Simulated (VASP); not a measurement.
# I (Im-3m) in VASP: further runs, part 2 of 2

VASP 6.6.1. Earlier steps stand in the parts before.

### Step 5. Single point, PBE

This run uses another cell than the first one, of 36.16 Å³/atom.

INCAR

```
SYSTEM = I
PREC = Accurate
ENCUT = 520
EDIFF = 1E-6
ISMEAR = -1
SIGMA = 0.02
LREAL = .False.
LASPH = .True.
NELM = 100
ALGO = Normal
ISIF = 2
LWAVE = .False.
LCHARG = .False.
GGA = PE
NBANDS = 10
```

KPOINTS

```
Automatic mesh
0
Gamma
  9 9 9
  0 0 0
```

POSCAR

```
I
1.0
    2.0830981500      2.0830981500      2.0830981500
   -2.0830981500      2.0830981500      2.0830981500
   -2.0830981500     -2.0830981500      2.0830981500
I
1
Direct
    0.0000000000      0.0000000000      0.0000000000
```

Potentials or basis: VASP PAW PBE potentials, release 64 (I).

The run is started by

```console
cat potpaw_PBE.64/I/POTCAR > POTCAR
mpirun -np 1 vasp_std > vasp.out
```

OUTCAR:

```text
SYSTEM = I
   PREC = Accurate
   ENCUT = 520
   EDIFF = 1E-6
   ISMEAR = -1
   LREAL = .False.
   LASPH = .True.
   NELM = 100
   ISIF = 2
   GGA = PE

 ion  position               nearest neighbor table
   1  0.000  0.000  0.000-

  LATTYP: Found a body centered cubic cell.
 ALAT       =     4.1661963000

  Lattice vectors:

 A1 = (   2.0830981500,  -2.0830981500,  -2.0830981500)
 A2 = (   2.0830981500,   2.0830981500,   2.0830981500)
 A3 = (  -2.0830981500,  -2.0830981500,   2.0830981500)

Analysis of symmetry for initial positions (statically):
=====================================================================
 Subroutine PRICEL returns:
 Original cell was already a primitive cell.

 Routine SETGRP: Setting up the symmetry group for a
 body centered cubic supercell.

 Subroutine GETGRP returns: Found 48 space group operations
 (whereof 48 operations were pure point group operations)
 out of a pool of 48 trial point group operations.

The static configuration has the point symmetry O_h .

Analysis of symmetry for dynamics (positions and initial velocities):
=====================================================================
 Subroutine PRICEL returns:
 Original cell was already a primitive cell.

 Routine SETGRP: Setting up the symmetry group for a
 body centered cubic supercell.

 Subroutine GETGRP returns: Found 48 space group operations
 (whereof 48 operations were pure point group operations)
 out of a pool of 48 trial point group operations.

The dynamic configuration has the point symmetry O_h .

 Subroutine INISYM returns: Found 48 space group operations
 (whereof 48 operations are pure point group operations),
 and found     1 'primitive' translations

----------------------------------------------------------------------------------------

                                     Primitive cell

  volume of cell :      36.1567

  direct lattice vectors                    reciprocal lattice vectors
     2.083098150  2.083098150  2.083098150     0.240027096  0.000000000  0.240027096
    -2.083098150  2.083098150  2.083098150    -0.240027096  0.240027096  0.000000000
    -2.083098150 -2.083098150  2.083098150     0.000000000 -0.240027096  0.240027096

  length of vectors
     3.608031833  3.608031833  3.608031833     0.339449575  0.339449575  0.339449575

  position of ions in fractional coordinates (direct lattice)
     0.000000000  0.000000000  0.000000000

  ion indices of the primitive-cell ions
   primitive index   ion index
                 1           1

----------------------------------------------------------------------------------------

 KPOINTS: Automatic mesh

Automatic generation of k-mesh.
 Grid dimensions read from file:
 generate k-points for:    9    9    9

 Generating k-lattice:

  Cartesian coordinates                     Fractional coordinates (reciprocal lattice)
     0.026669677  0.000000000  0.026669677     0.111111111  0.000000000  0.000000000
    -0.026669677  0.026669677  0.000000000     0.000000000  0.111111111  0.000000000
     0.000000000 -0.026669677  0.026669677     0.000000000  0.000000000  0.111111111

  Length of vectors
     0.037716619  0.037716619  0.037716619

  Shift w.r.t. Gamma in fractional coordinates (k-lattice)
     0.000000000  0.000000000  0.000000000

 Subroutine IBZKPT returns following result:
 ===========================================

 Found     35 irreducible k-points:

 Following reciprocal coordinates:
            Coordinates               Weight
  0.000000  0.000000  0.000000      1.000000
  0.111111  0.000000  0.000000     12.000000
  0.222222  0.000000  0.000000     12.000000
  0.333333  0.000000  0.000000     12.000000
  0.444444  0.000000  0.000000     12.000000
  0.222222  0.111111  0.000000     24.000000
[... 16 lines left out ...]
  0.111111 -0.444444  0.111111     24.000000
  0.222222 -0.444444  0.111111     24.000000
 [... further k-points ...]
   k-points           NKPTS =     35   k-points in BZ     NKDIM =     35   number of bands    NBANDS=     10
   number of dos      NEDOS =    301   number of ions     NIONS =      1
   total plane-waves  NPLWV =  21952
   dimension x,y,z NGX =    28 NGY =   28 NGZ =   28
   dimension x,y,z NGXF=    56 NGYF=   56 NGZF=   56
   ions per type =               1
   NGX,Y,Z   is equivalent  to a cutoff of  12.90, 12.90, 12.90 a.u.
   NGXF,Y,Z  is equivalent  to a cutoff of  25.80, 25.80, 25.80 a.u.
 SYSTEM =  I
   PREC   = accura    normal or accurate (medium, high low for compatibility)
   ISTART =      0    job   : 0-new  1-cont  2-samecut
   ICHARG =      2    charge: 1-file 2-atom 10-const
   ISPIN  =      1    spin polarized calculation?
   LNONCOLLINEAR =      F non collinear calculations
   LSORBIT =      F    spin-orbit coupling
   LASPH  =      T    aspherical Exc in radial PAW
   ENCUT  =  520.0 eV  38.22 Ry    6.18 a.u.   6.71  6.71  6.71*2*pi/ulx,y,z
   NELM   =    100;   NELMIN=  2; NELMDL= -5     # of ELM steps
   EDIFF  = 0.1E-05   stopping-criterion for ELM
   LREAL  =      F    real-space projection
   EDIFFG = 0.1E-04   stopping-criterion for IOM
   NSW    =      0    number of steps for IOM
   IBRION =     -1    ionic relax: 0-MD 1-quasi-New 2-CG
   NFREE  =      0    steps in history (QN), initial steepest desc. (CG)
   ISIF   =      2    stress and relaxation
   ISYM   =      2    0-nonsym 1-usesym 2-fastsym
   POTIM  = 0.5000    time-step for ionic-motion
   TEBEG  =    0.0;   TEEND  =   0.0 temperature during run
   PSTRESS=    0.0 pullay stress
   NELECT =       7.0000    total number of electrons
   NUPDOWN=      -1.0000    fix difference up-down
   EMIN   =  10.00;   EMAX   =-10.00  energy-range for DOS
   EFERMI =   0.00;   METHOD = LEGACY
   ISMEAR =    -1;   SIGMA  =   0.02  broadening in eV -4-tet -1-fermi 0-gaus
   EFERMI_NEDOS =   21; number of points for ismear=-14 and -15
   IALGO  =     38    algorithm
   IMIX   =      4    mixing-type and parameters
     AMIX     =   0.40;   BMIX     =  1.00
     AMIX_MAG =   1.60;   BMIX_MAG =  1.00
  volume/ion in A,a.u.               =      36.16       244.00
  Fermi-wavevector in a.u.,A,eV,Ry     =   0.947061  1.789685 12.203390  0.896924
  Thomas-Fermi vector in A             =   2.075118
   LORBIT       =      0    0 simple, 1 ext, 2 COOP (PROOUT), +10 PAW based schemes
   GGA     = PE    functional components
   LHFCALC =     F    Hartree Fock is set to
   AEXX    =    0.0000 exact exchange contribution
   IVDW    =     0    specifies the selected vdW correction
   LEPSILON=     F    determine dielectric tensor
   LRPA    =     F    only Hartree local field effects (RPA)
 non-spin polarized calculation
  energy-cutoff  :      520.00
  volume of cell :       36.16
 maximum number of plane-waves:       981
   NGX = 13   NGY = 13   NGZ = 13

 number of electron       7.0000000 magnetization

 Free energy of the ion-electron system (eV)
  ---------------------------------------------------
  ext. energy  EPLUGINS =         0.00000000
  ---------------------------------------------------
  free energy    TOTEN  =        -1.04127860 eV

  energy without entropy =       -1.03713113  energy(sigma->0) =       -1.03920487

 E-fermi :   4.1958     XC(G=0):  -8.9595

 val. band max:        4.1864203036   @ k =  -0.4444   0.2222   0.0000
 cond. band min:       4.1994407868   @ k =   0.4444   0.1111   0.1111
 fundamental gap:      0.0130204832
 Fermi energy:         4.1957801183

 k-point     1 :       0.0000    0.0000    0.0000
  band No.  band energies     occupation
      1      -9.1261      2.00000
      2       5.0172      0.00000
      3       5.0172      0.00000
      4       5.0172      0.00000
      5      11.0929      0.00000
      6      13.9782      0.00000
      7      13.9782      0.00000
      8      13.9782      0.00000
      9      16.2233      0.00000
     10      16.2233      0.00000
[... 287 lines left out ...]
 k-point    24 :       0.2222   -0.4444    0.1111
  band No.  band energies     occupation
      1      -7.7003      2.00000
      2       0.6579      2.00000
      3       2.3300      2.00000
      4       3.3459      2.00000
      5      12.4931      0.00000
      6      13.5436      0.00000
      7      15.3254      0.00000
      8      17.2182      0.00000
      9      18.3124      0.00000
     10      19.7466      0.00000

 [... further k-points ...]

------------------------ aborting loop because EDIFF is reached ----------------------------------------

  FORCE on cell =-STRESS in cart. coord.  units (eV):
  Direction    XX          YY          ZZ          XY          YZ          ZX
  --------------------------------------------------------------------------------------
  -------------------------------------------------------------------------------------
  Total        0.0000302      0.0000302      0.0000302      0.0000000     -0.0000000      0.0000000
  in kB        0.0013389      0.0013389      0.0013389      0.0000000     -0.0000000      0.0000000
  external PRESSURE =       0.0013389 kB  Pullay stress =       0.0000000 kB

 VOLUME and BASIS-vectors are now :
 -----------------------------------------------------------------------------
  energy-cutoff  :      520.00
  volume of cell :       36.16
      direct lattice vectors                 reciprocal lattice vectors
     2.083098150  2.083098150  2.083098150     0.240027096  0.000000000  0.240027096
    -2.083098150  2.083098150  2.083098150    -0.240027096  0.240027096  0.000000000
    -2.083098150 -2.083098150  2.083098150     0.000000000 -0.240027096  0.240027096

 POSITION                                       TOTAL-FORCE (eV/Angst)
 -----------------------------------------------------------------------------------
      0.00000      0.00000      0.00000        -0.000000     -0.000000     -0.000000
 -----------------------------------------------------------------------------------
    total drift:                               -0.000000     -0.000000      0.000000

  FREE ENERGIE OF THE ION-ELECTRON SYSTEM (eV)
  ---------------------------------------------------
  free  energy   TOTEN  =        -1.0412786013 eV

  energy  without entropy=       -1.0371311306  energy(sigma->0) =       -1.03920487
```

OSZICAR:

```text
N       E                     dE             d eps       ncg     rms          rms(c)
DAV:   1     0.200271547612E+02    0.20027E+02   -0.24721E+03   700   0.490E+02
DAV:   2    -0.257619986895E+00   -0.20285E+02   -0.19779E+02   912   0.832E+01
DAV:   3    -0.103302223728E+01   -0.77540E+00   -0.76651E+00   854   0.164E+01
DAV:   4    -0.104010132350E+01   -0.70791E-02   -0.70780E-02   836   0.200E+00
DAV:   5    -0.104018966892E+01   -0.88345E-04   -0.88345E-04   858   0.218E-01    0.347E+00
DAV:   6    -0.104052612368E+01   -0.33645E-03   -0.15236E-03   802   0.198E-01    0.212E+00
DAV:   7    -0.104127621138E+01   -0.75009E-03   -0.29400E-03   782   0.283E-01    0.101E-01
DAV:   8    -0.104127814300E+01   -0.19316E-05   -0.13211E-04   796   0.564E-02    0.181E-02
DAV:   9    -0.104127914759E+01   -0.10046E-05   -0.31405E-06   868   0.121E-02    0.619E-03
DAV:  10    -0.104127860127E+01    0.54632E-06   -0.90427E-07   506   0.406E-03
   1 F= -.10412786E+01 E0= -.10392049E+01  d E =-.414747E-02
```

stdout:

```text
POSCAR found type information on POSCAR I
 POSCAR found :  1 types and       1 ions
 scaLAPACK will be used
 LDA part: xc-table for (Slater+PW92), standard interpolation
 POSCAR, INCAR and KPOINTS ok, starting setup
 FFT: planning ... GRIDC
 FFT: planning ... GRID_SOFT
 FFT: planning ... GRID
 WAVECAR not read
 entering main loop
```

Run time: 12 s. Hardware: 1 thread of AMD EPYC 7R43 (Zen 3), shared host; peak memory 0.12 GiB.

Results:

| Quantity | Value |
| --- | --- |
| Free energy | -1.0413 eV |
| Pressure | 0.0 GPa |
| Band gap on the k mesh | zero (an odd number of electrons rules out a gap without spin polarisation) |

Levels at points of the mesh, in eV from the Fermi level:
```csv
k point,band 2,band 3,band 4,band 5,band 6,band 7
"(0.00, 0.00, 0.00)",0.82,0.82,0.82,6.90,9.78,9.78
```

Caveat: spin-orbit coupling is left out, which moves the levels of the heavy elements; an odd number of electrons without spin polarisation forces a metal; a magnetic or distorted state may lie lower.

### Step 6. Summary

```csv
cell,gap on the mesh (eV),pressure (GPa)
"a = 3.213 Å, angles 70.5, 109.5, 70.5°, 1 atom",none,19.9
"a = 3.338 Å, angles 70.5, 109.5, 70.5°, 1 atom",none,9.9
"a = 3.437 Å, angles 70.5, 109.5, 70.5°, 1 atom",none,4.9
"a = 3.608 Å, angles 70.5, 109.5, 70.5°, 1 atom",none,0.0
```

Alike in all rows: task single point; level PBE; potentials or basis VASP PAW PBE potentials, release 64 (I); no spin polarisation; k mesh 9 × 9 × 9; cutoff (eV) 520; smearing fermi-dirac 0.02 eV.

Caveats: spin-orbit coupling is left out, which moves the levels of the heavy elements; an odd number of electrons without spin polarisation forces a metal; a magnetic or distorted state may lie lower; the cell stands under pressure (at least some runs).

Absolute energies hang on the potentials; compare differences alone.
